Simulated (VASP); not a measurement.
Runs of VASP 6.6.1 on HfO2. The structure is cubic, space group Fm-3m (No. 225). The conventional cell has a = 5.058 Å, b = 5.058 Å, c = 5.058 Å, α = 90.00°, β = 90.00°, γ = 90.00°. Hf (site symmetry m-3m) has 8 O at 2.19 Å within 2.9 Å. Within 2.9 Å of O (site symmetry -43m) lie 4 Hf at 2.19 Å and 6 O at 2.53 Å. 

```tsv
level	k mesh	cutoff (eV)	smearing	grid for exact exchange (PRECFOCK)	share of exact exchange	screening parameter	gap on the mesh (eV)	pressure (GPa)
PBE-based screened hybrid	4 × 4 × 4	520	gaussian 0.01 eV	Normal	0.35	0.3 1/Å	5.64	(b)
r2SCAN	5 × 5 × 5	660	gaussian 0.01 eV	-	-	-	4.63	-4.3
PBE-based screened hybrid	4 × 4 × 4	520	gaussian 0.01 eV	Normal	0.05	0.1 1/Å	4.20	0.5
r2SCAN	6 × 6 × 6	520	gaussian 0.01 eV	-	-	-	4.31	(c)
r2SCAN	6 × 6 × 6	660	methfessel-paxton 0.2 eV	-	-	-	4.32	-4.3
PBE-based screened hybrid	4 × 4 × 4	520	gaussian 0.01 eV	Normal	0.15	0.1 1/Å	4.96	-2.6
r2SCAN	6 × 6 × 6	660	methfessel-paxton 0.001 eV	-	-	-	4.32	-4.3
r2SCAN+D4	6 × 6 × 6	660	gaussian 0.01 eV	-	-	-	4.32	(a)
```

Alike in all rows: task single point; potentials or basis VASP PAW PBE potentials, release 64 (Hf_pv, O); no spin polarisation; cell as given.

Problem. Estimate the missing entries.

Solution. (a) -5.6; (b) -7.7; (c) -4.0.

Caveats: some runs use coarse meshes; the PAW data sets were made with another functional, which shifts forces and pressure a little; spin-orbit coupling is left out, which moves the levels of the heavy elements.

A k mesh can miss the band edges, and the runs leave out spin-orbit coupling on Hf.
